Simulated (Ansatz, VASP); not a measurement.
W: VASP beside Ansatz

```
W
1.0
     0.00000    2.05124    1.89883
     2.05124    0.00000    1.89883
     2.05124    2.05124    0.00000
W
1
Direct
  0.00000 0.00000 0.00000
```

Alike in both runs: task single point; functional PBEsol; k mesh 22 × 22 × 22; occupations gaussian, width 0.15 eV; no spin polarisation.

|  | VASP | Ansatz |
| --- | --- | --- |
| version | VASP 6.6.1 | Ansatz 0.2.0 |
| potentials or method | VASP PAW PBE potentials, release 64 (W_sv), cutoff 500 eV | scalar-relativistic, plane waves, PAW |
| valence electrons in the cell | 14 | 14 |

```tsv
	VASP	Ansatz	Ansatz less VASP
gap on the k mesh at the Fermi level (eV)	none	none	-
pressure (GPa)	0.4	-0.2	-0.57
traceless stress, the component that is largest in VASP (GPa)	-14.79	-14.68	+0.112
```

VASP's potentials were made for PBE, not for PBEsol, and Ansatz warns of the same on its side. A gap of «none» marks a metal or a gap that the smearing closes.

Spin-orbit coupling is off throughout.
